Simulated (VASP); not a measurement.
Here is a VASP 6.6.1 calculation.

INCAR

```
  PREC = Accurate
  ENCUT = 520
  EDIFF = 1E-7
  ISMEAR = -1
  SIGMA = 0.1
  LREAL = F
  LASPH = T
  NELM = 100
  ALGO = Normal
  ISIF = 2
  LWAVE = F
  LCHARG = F
  GGA = CA
  NBANDS = 11
```

The input KPOINTS:

```
Automatic mesh
0
Gamma
  13 13 13
```

Contents of POSCAR:

```
Si
1.0
   -2.2806218180      2.3996680479      1.2917782399
    2.2806218180     -2.3996680479      1.2917782399
    2.2806218180      2.3996680479     -1.2917782399
Si
2
Direct
    0.8070000000      0.0570000000      0.7500000000
    0.1930000000      0.9430000000      0.2500000000
```

Potentials or basis: VASP PAW LDA potentials, release 64 (Si).

Command:

```sh
$ cat potpaw_LDA.64/Si/POTCAR > POTCAR
$ mpirun -np 1 vasp_std > vasp.out
```

(1) Estimate the pressure.

(2) What does it give for the band gap on the k mesh?

(3) Estimate the largest force.

## Answers

(1) 5.1 GPa.

(2) zero (band 4 reaches 12.86 eV, above the bottom of band 5 at 6.02 eV).

(3) 0.052 eV/Å.
